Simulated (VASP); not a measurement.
# Ti3Al (P-6m2) in VASP: a series of runs

Runs on Ti3Al. Level: PBE. Tasks: single point.

Everything below comes from runs of VASP 6.6.1. Logs are shortened: lines on timing, memory, paths and dates and some standing lists are left out, and cuts for length are marked.

## (1) The cell of the first run

The structure is hexagonal, space group P-6m2 (No. 187). The conventional cell has a = 2.856 Å, b = 2.856 Å, c = 9.718 Å, α = 90.00°, β = 90.00°, γ = 120.00°. Ti (site symmetry -6m2) has 12 Ti at 2.86 to 3.06 Å within 3.8 Å. Within 3.7 Å of Ti (site symmetry 3m) lie 3 Al at 2.81 Å and 9 Ti at 2.86 to 3.06 Å. Al (site symmetry -6m2) has 6 Ti at 2.81 Å and 6 Al at 2.86 Å within 3.7 Å.

## (2) Single point, PBE

Contents of INCAR:

```
SYSTEM = Ti3Al
PREC = Accurate
ENCUT = 520
EDIFF = 1E-6
ISMEAR = 0
SIGMA = 0.15
LREAL = .FALSE.
LASPH = .TRUE.
NELM = 80
ALGO = Fast
ISIF = 2
LWAVE = .FALSE.
LCHARG = .FALSE.
GGA = PE
NBANDS = 28
```

Contents of KPOINTS:

```
regular mesh
0
G
  15 15 6
  0 0 0
```

Contents of POSCAR:

```
Ti3Al
1.0
    2.8555218141      0.0000000000      0.0000000000
   -1.4277609070      2.4729544320      0.0000000000
    0.0000000000      0.0000000000      9.7176262854
Ti Al
3 1
Direct
    0.6666666667      0.3333333333      0.0000000000
    0.3333333333      0.6666666667      0.7342089107
    0.3333333333      0.6666666667      0.2657910893
    0.6666666667      0.3333333333      0.5000000000
```

Potentials or basis: VASP PAW PBE potentials, release 64 (Ti_sv, Al).

Started as:

```bash
$ cat potpaw_PBE.64/Ti_sv/POTCAR potpaw_PBE.64/Al/POTCAR > POTCAR
$ mpirun -np 1 vasp_std > vasp.out
```

OUTCAR:

```text
SYSTEM = Ti3Al
   PREC = Accurate
   ENCUT = 520
   EDIFF = 1E-6
   ISMEAR = 0
   LREAL = .FALSE.
   LASPH = .TRUE.
   NELM = 80
   ISIF = 2
   GGA = PE

 ion  position               nearest neighbor table
   1  0.667  0.333  0.000-
   2  0.333  0.667  0.734-   4 2.81   4 2.81   4 2.81
   3  0.333  0.667  0.266-   4 2.81   4 2.81   4 2.81
   4  0.667  0.333  0.500-   2 2.81   3 2.81   2 2.81   3 2.81   2 2.81   3 2.81

  LATTYP: Found a hexagonal cell.
 ALAT       =     2.8555218141
 C/A-ratio  =     3.4030999999

  Lattice vectors:

 A1 = (   2.8555218141,   0.0000000000,   0.0000000000)
 A2 = (  -1.4277609070,   2.4729544320,   0.0000000000)
 A3 = (   0.0000000000,   0.0000000000,   9.7176262854)

Analysis of symmetry for initial positions (statically):
=====================================================================
 Subroutine PRICEL returns:
 Original cell was already a primitive cell.

 Routine SETGRP: Setting up the symmetry group for a
 hexagonal supercell.

 Subroutine GETGRP returns: Found 12 space group operations
 (whereof 12 operations were pure point group operations)
 out of a pool of 24 trial point group operations.

The static configuration has the point symmetry D_3h.

Analysis of symmetry for dynamics (positions and initial velocities):
=====================================================================
 Subroutine PRICEL returns:
 Original cell was already a primitive cell.

 Routine SETGRP: Setting up the symmetry group for a
 hexagonal supercell.

 Subroutine GETGRP returns: Found 12 space group operations
 (whereof 12 operations were pure point group operations)
 out of a pool of 24 trial point group operations.

The dynamic configuration has the point symmetry D_3h.

 Subroutine INISYM returns: Found 12 space group operations
 (whereof 12 operations are pure point group operations),
 and found     1 'primitive' translations

----------------------------------------------------------------------------------------

                                     Primitive cell

  volume of cell :      68.6218

  direct lattice vectors                    reciprocal lattice vectors
     2.855521814  0.000000000  0.000000000     0.350198691  0.202187308  0.000000000
    -1.427760907  2.472954432  0.000000000     0.000000000  0.404374616  0.000000000
     0.000000000  0.000000000  9.717626285     0.000000000  0.000000000  0.102905789

  length of vectors
     2.855521814  2.855521814  9.717626285     0.404374616  0.404374616  0.102905789

  position of ions in fractional coordinates (direct lattice)
     0.666666667  0.333333333  0.000000000
     0.333333333  0.666666667  0.734208911
     0.333333333  0.666666667  0.265791089
     0.666666667  0.333333333  0.500000000

  ion indices of the primitive-cell ions
   primitive index   ion index
                 1           1
                 2           2
                 3           3
                 4           4

----------------------------------------------------------------------------------------

 KPOINTS: regular mesh

Automatic generation of k-mesh.
 Grid dimensions read from file:
 generate k-points for:   15   15    6

 Generating k-lattice:

  Cartesian coordinates                     Fractional coordinates (reciprocal lattice)
     0.023346579  0.013479154  0.000000000     0.066666667 -0.000000000  0.000000000
     0.000000000  0.026958308  0.000000000     0.000000000  0.066666667  0.000000000
     0.000000000  0.000000000  0.017150965     0.000000000  0.000000000  0.166666667

  Length of vectors
     0.026958308  0.026958308  0.017150965

  Shift w.r.t. Gamma in fractional coordinates (k-lattice)
     0.000000000  0.000000000  0.000000000

 Subroutine IBZKPT returns following result:
 ===========================================

 Found    108 irreducible k-points:

 Following reciprocal coordinates:
            Coordinates               Weight
  0.000000  0.000000  0.000000      1.000000
  0.066667  0.000000  0.000000      6.000000
  0.133333  0.000000  0.000000      6.000000
  0.200000  0.000000  0.000000      6.000000
  0.266667  0.000000  0.000000      6.000000
  0.333333 -0.000000  0.000000      6.000000
[... 16 lines left out ...]
  0.333333  0.200000  0.000000     12.000000
  0.400000  0.200000  0.000000      6.000000
 [... further k-points ...]
   k-points           NKPTS =    108   k-points in BZ     NKDIM =    108   number of bands    NBANDS=     28
   number of dos      NEDOS =    301   number of ions     NIONS =      4
   total plane-waves  NPLWV =  41472
   dimension x,y,z NGX =    24 NGY =   24 NGZ =   72
   dimension x,y,z NGXF=    48 NGYF=   48 NGZF=  144
   ions per type =               3   1
   NGX,Y,Z   is equivalent  to a cutoff of  13.97, 13.97, 12.32 a.u.
   NGXF,Y,Z  is equivalent  to a cutoff of  27.95, 27.95, 24.64 a.u.
 SYSTEM =  Ti3Al
   PREC   = accura    normal or accurate (medium, high low for compatibility)
   ISTART =      0    job   : 0-new  1-cont  2-samecut
   ICHARG =      2    charge: 1-file 2-atom 10-const
   ISPIN  =      1    spin polarized calculation?
   LNONCOLLINEAR =      F non collinear calculations
   LSORBIT =      F    spin-orbit coupling
   LASPH  =      T    aspherical Exc in radial PAW
   ENCUT  =  520.0 eV  38.22 Ry    6.18 a.u.   5.31  5.31 18.07*2*pi/ulx,y,z
   NELM   =     80;   NELMIN=  2; NELMDL= -5     # of ELM steps
   EDIFF  = 0.1E-05   stopping-criterion for ELM
   LREAL  =      F    real-space projection
   EDIFFG = 0.1E-04   stopping-criterion for IOM
   NSW    =      0    number of steps for IOM
   IBRION =     -1    ionic relax: 0-MD 1-quasi-New 2-CG
   NFREE  =      0    steps in history (QN), initial steepest desc. (CG)
   ISIF   =      2    stress and relaxation
   ISYM   =      2    0-nonsym 1-usesym 2-fastsym
   POTIM  = 0.5000    time-step for ionic-motion
   TEBEG  =    0.0;   TEEND  =   0.0 temperature during run
   PSTRESS=    0.0 pullay stress
   NELECT =      39.0000    total number of electrons
   NUPDOWN=      -1.0000    fix difference up-down
   EMIN   =  10.00;   EMAX   =-10.00  energy-range for DOS
   EFERMI =   0.00;   METHOD = LEGACY
   ISMEAR =     0;   SIGMA  =   0.15  broadening in eV -4-tet -1-fermi 0-gaus
   EFERMI_NEDOS =   21; number of points for ismear=-14 and -15
   IALGO  =     68    algorithm
   IMIX   =      4    mixing-type and parameters
     AMIX     =   0.40;   BMIX     =  1.00
     AMIX_MAG =   1.60;   BMIX_MAG =  1.00
  volume/ion in A,a.u.               =      17.16       115.77
  Fermi-wavevector in a.u.,A,eV,Ry     =   1.356050  2.562563 25.019375  1.838872
  Thomas-Fermi vector in A             =   2.483086
   LORBIT       =      0    0 simple, 1 ext, 2 COOP (PROOUT), +10 PAW based schemes
   GGA     = PE    functional components
   LHFCALC =     F    Hartree Fock is set to
   AEXX    =    0.0000 exact exchange contribution
   IVDW    =     0    specifies the selected vdW correction
   LEPSILON=     F    determine dielectric tensor
   LRPA    =     F    only Hartree local field effects (RPA)
 non-spin polarized calculation
 RMM-DIIS sequential band-by-band and
 Gauss-broadening in eV      SIGMA  =   0.15
  energy-cutoff  :      520.00
  volume of cell :       68.62
 maximum number of plane-waves:      1868
 NGX is ok and might be reduce to    24

 number of electron      39.0000011 magnetization

 Free energy of the ion-electron system (eV)
  ---------------------------------------------------
  ext. energy  EPLUGINS =         0.00000000
  ---------------------------------------------------
  free energy    TOTEN  =       -27.58876982 eV

  energy without entropy =      -27.53022025  energy(sigma->0) =      -27.55949503

 E-fermi :   7.9593     XC(G=0): -11.1767

 val. band max:        7.9561584969   @ k =   0.2000   0.2000   0.1667
 cond. band min:       7.9668063600   @ k =   0.2000   0.0667   0.0000
 fundamental gap:      0.0106478631
 Fermi energy:         7.9592523050

 k-point     1 :       0.0000    0.0000    0.0000
  band No.  band energies     occupation
      1     -48.8041      2.00000
      2     -48.6666      2.00000
      3     -48.6628      2.00000
      4     -25.1842      2.00000
      5     -24.9645      2.00000
      6     -24.8537      2.00000
[... 20 lines left out ...]
     27      10.3989      0.00000
     28      10.7284      0.00000

 k-point     2 :       0.0667    0.0000    0.0000
  band No.  band energies     occupation
      1     -48.7998      2.00000
      2     -48.6623      2.00000
      3     -48.6587      2.00000
      4     -25.1776      2.00000
      5     -24.9615      2.00000
      6     -24.8529      2.00000
[... 20 lines left out ...]
     27      10.6029      0.00000
     28      10.6830      0.00000

 k-point     3 :       0.1333    0.0000    0.0000
  band No.  band energies     occupation
      1     -48.7875      2.00000
      2     -48.6503      2.00000
      3     -48.6471      2.00000
      4     -25.1591      2.00000
      5     -24.9548      2.00000
      6     -24.8514      2.00000
[... 20 lines left out ...]
     27      10.2190      0.00000
     28      10.4274      0.00000

 k-point     4 :       0.2000    0.0000    0.0000
  band No.  band energies     occupation
      1     -48.7692      2.00000
      2     -48.6325      2.00000
      3     -48.6299      2.00000
      4     -25.1320      2.00000
      5     -24.9633      2.00000
      6     -24.8647      2.00000
[... 20 lines left out ...]
     27      10.1432      0.00000
     28      10.5190      0.00000

 k-point     5 :       0.2667    0.0000    0.0000
  band No.  band energies     occupation
      1     -48.7482      2.00000
      2     -48.6120      2.00000
      3     -48.6101      2.00000
      4     -25.1036      2.00000
      5     -25.0442      2.00000
      6     -24.8979      2.00000
[... 20 lines left out ...]
     27      10.4135      0.00000
     28      10.4284      0.00000

 k-point     6 :       0.3333   -0.0000    0.0000
  band No.  band energies     occupation
      1     -48.7280      2.00000
      2     -48.5923      2.00000
      3     -48.5911      2.00000
      4     -25.1518      2.00000
      5     -25.0959      2.00000
      6     -25.0080      2.00000
[... 463 lines left out ...]
      5     -25.0809      2.00000
      6     -24.9867      2.00000
[... 20 lines left out ...]
     27      10.4972      0.00000
     28      11.0054      0.00000

 k-point    22 :       0.2667    0.2000    0.0000
  band No.  band energies     occupation
      1     -48.7082      2.00000
      2     -48.5730      2.00000
      3     -48.5724      2.00000
      4     -25.1767      2.00000
      5     -25.0912      2.00000
      6     -25.0405      2.00000
[... 20 lines left out ...]
     27      10.4772      0.00000
     28      11.0037      0.00000

 k-point    23 :       0.3333    0.2000    0.0000
  band No.  band energies     occupation
      1     -48.6980      2.00000
      2     -48.5631      2.00000
      3     -48.5628      2.00000
      4     -25.2103      2.00000
      5     -25.1099      2.00000
      6     -25.0726      2.00000
[... 20 lines left out ...]
     27      10.6757      0.00000
     28      10.9503      0.00000

 k-point    24 :       0.4000    0.2000    0.0000
  band No.  band energies     occupation
      1     -48.6944      2.00000
      2     -48.5596      2.00000
      3     -48.5595      2.00000
      4     -25.2219      2.00000
      5     -25.1178      2.00000
      6     -25.0829      2.00000
[... 20 lines left out ...]
     27      10.7591      0.00000
     28      11.1007      0.00000

 [... further k-points ...]
[... 5 lines left out ...]
  --------------------------------------------------------------------------------------
  -------------------------------------------------------------------------------------
  Total        0.7508230      0.7508230     -1.7664510      0.0000000      0.0000000      0.0000000
  in kB       17.5301786     17.5301786    -41.2430139      0.0000000      0.0000000      0.0000000
  external PRESSURE =      -2.0608856 kB  Pullay stress =       0.0000000 kB

 VOLUME and BASIS-vectors are now :
 -----------------------------------------------------------------------------
  energy-cutoff  :      520.00
  volume of cell :       68.62
      direct lattice vectors                 reciprocal lattice vectors
     2.855521814  0.000000000  0.000000000     0.350198691  0.202187308  0.000000000
    -1.427760907  2.472954432  0.000000000     0.000000000  0.404374616  0.000000000
     0.000000000  0.000000000  9.717626285     0.000000000  0.000000000  0.102905789

 POSITION                                       TOTAL-FORCE (eV/Angst)
 -----------------------------------------------------------------------------------
      1.42776      0.82432      0.00000        -0.000000      0.000000      0.000000
     -0.00000      1.64864      7.13477         0.000000     -0.000000      0.723532
     -0.00000      1.64864      2.58286         0.000000     -0.000000     -0.723532
      1.42776      0.82432      4.85881         0.000000     -0.000000      0.000000
 -----------------------------------------------------------------------------------
    total drift:                                0.000000     -0.000000     -0.000000

  FREE ENERGIE OF THE ION-ELECTRON SYSTEM (eV)
  ---------------------------------------------------
  free  energy   TOTEN  =       -27.5887698189 eV

  energy  without entropy=      -27.5302202486  energy(sigma->0) =      -27.55949503
```

Wall time 18 min (1 thread of Intel Xeon 8259CL, shared host); peak memory 0.32 GiB.

What came out:

- Free energy: -27.5888 eV
- Pressure: -0.2 GPa
- Largest force: 0.724 eV/Å
- Band gap on the k mesh: zero (an odd number of electrons rules out a gap without spin polarisation)

Forces on the atoms (eV/Å):
```
Ti   0.000  0.000  0.000
Ti   0.000  0.000  0.724
Ti   0.000  0.000 -0.724
Al   0.000  0.000  0.000
```

Stress tensor (GPa, compression positive):
```
 1.75  0.00  0.00
 0.00  1.75  0.00
 0.00  0.00 -4.12
```

Levels at points of the mesh, in eV from the Fermi level:
```tsv
k point	band 16	band 17	band 18	band 19	band 20	band 21	band 22	band 23	band 24	band 25
(0.00, 0.00, 0.00)	-2.52	-0.98	-0.25	-0.01	1.02	1.02	1.14	1.14	1.25	1.25
(0.00, 0.00, 0.50)	-3.35	-0.99	-0.29	0.05	1.02	1.02	1.13	1.13	1.25	1.25
```

Caveat: the stress differs along the axes, from -4 to 2 GPa.

## (3) Single point, PBE

This run uses another cell than the first one, of the same volume but with other edges.

Contents of INCAR:

```
SYSTEM = Ti3Al
PREC = Accurate
ENCUT = 520
EDIFF = 1E-6
ISMEAR = 0
SIGMA = 0.15
LREAL = .False.
LASPH = .True.
NELM = 100
ALGO = Fast
ISIF = 2
LWAVE = .False.
LCHARG = .True.
GGA = PE
LELF = .True.
LVHAR = .True.
NBANDS = 28
```

Contents of KPOINTS:

```
regular mesh
0
Gamma
  15 15 6
  0 0 0
```

Contents of POSCAR:

```
Ti3Al
1.0
    2.9562683061      0.0000000000      0.0000000000
   -1.4781341530      2.5602034534      0.0000000000
    0.0000000000      0.0000000000      9.0665792679
Ti Al
3 1
Direct
    0.6666666667      0.3333333333      0.0000000000
    0.3333333333      0.6666666667      0.7667062293
    0.3333333333      0.6666666667      0.2332937707
    0.6666666667      0.3333333333      0.5000000000
```

Potentials or basis: VASP PAW PBE potentials, release 64 (Ti_sv, Al).

Started as:

```bash
$ cat potpaw_PBE.64/Ti_sv/POTCAR potpaw_PBE.64/Al/POTCAR > POTCAR
$ mpirun -np 1 vasp_std > vasp.out
```

Wall time 22 min (1 thread of Intel Xeon 8259CL, shared host); peak memory 0.32 GiB.

Results (log left out):

```yaml
Free_energy: -27.5949 eV
Pressure: 1.4 GPa
Largest_force: 1.283 eV/Å
Band_gap_on_the_k_mesh: zero (an odd number of electrons rules out a gap without spin polarisation)
```

Forces in eV/Å, atoms in the order of the input:
```
Ti   0.000  0.000  0.000
Ti   0.000  0.000 -1.283
Ti   0.000  0.000  1.283
Al   0.000  0.000  0.000
```

Stress tensor (GPa, compression positive):
```
0.04 0.00 0.00
0.00 0.04 0.00
0.00 0.00 4.19
```

Levels at points of the mesh, in eV from the Fermi level:
```csv
k point,band 18,band 19,band 20,band 21,band 22,band 23
"(0.00, 0.00, 0.00)",0.61,0.61,0.64,0.64,1.19,1.19
"(0.00, 0.00, 0.50)",0.61,0.61,0.64,0.64,1.03,1.20
```

Caveat: forces of over 1 eV/Å act on the atoms, so gaps and moduli don't describe the material at rest.

(Part 1 of 2 ends here.)
